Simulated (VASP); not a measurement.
Wanted: the native input for a VASP 6.6.1 run.

```yaml
Task: single point
Functional: PBE
Dispersion: D3(BJ)
Potentials_or_basis: VASP PAW PBE potentials, release 64 (Ba_sv, Ti_sv, O_h)
Cutoff: 910 eV
k_mesh: 7 × 7 × 7
Occupations: fermi-dirac, width 0.05 eV
Spin: no spin polarisation
Dipole_correction: no
Further_INCAR_settings: ALGO = Normal; EDIFF = 1e-06; NBANDS = 28
```

The structure of BaTiO3 lies in POSCAR:

```
BaTiO3
1.0
    3.9998000000      0.0000000000      0.0000000000
    0.0000000000      3.9998000000      0.0000000000
    0.0000000000      0.0000000000      4.0180000000
Ba Ti O
1 1 3
Direct
    0.0000000000      0.0000000000      0.0000000000
    0.5000000000      0.5000000000      0.4900000000
    0.0000000000      0.5000000000      0.5170000000
    0.5000000000      0.0000000000      0.5170000000
    0.5000000000      0.5000000000      0.0190000000
```

One way to write it, as run:

INCAR

```
SYSTEM = BaTiO3
PREC = Accurate
ENCUT = 910
EDIFF = 1E-6
ISMEAR = -1
SIGMA = 0.05
LREAL = .FALSE.
LASPH = .TRUE.
NELM = 120
ALGO = Normal
ISIF = 2
LWAVE = .FALSE.
LCHARG = .TRUE.
GGA = PE
IVDW = 12
LELF = .TRUE.
LVHAR = .TRUE.
NBANDS = 28
GGA_COMPAT = .FALSE.
```

KPOINTS

```
Automatic mesh
0
G
  7 7 7
  0 0 0
```

Potentials or basis: VASP PAW PBE potentials, release 64 (Ba_sv, Ti_sv, O_h).

Launch:

```bash
$ cat potpaw_PBE.64/Ba_sv/POTCAR potpaw_PBE.64/Ti_sv/POTCAR potpaw_PBE.64/O_h/POTCAR > POTCAR
$ mpirun -np 1 vasp_std > vasp.out
```

Results of the run:

The pressure is 0.5 GPa, the largest force is 0.290 eV/Å and the band gap on the k mesh is 1.87 eV (least direct gap 2.06 eV). The dispersion energy per atom is -0.264 eV.

Caveat: the cutoff is under 1.25 times the usual one of these potentials, so pressure, stress and relaxed cells hold a basis-set (Pulay) error; spin-orbit coupling is left out, which moves the levels of the heavy elements; an odd mesh through Γ misses points on the zone boundary, where band edges can lie.

It took 96 s on 1 thread of Intel(R) Xeon(R) 6975P-C (Granite Rapids), with other jobs on the host, peak memory 0.36 GiB.
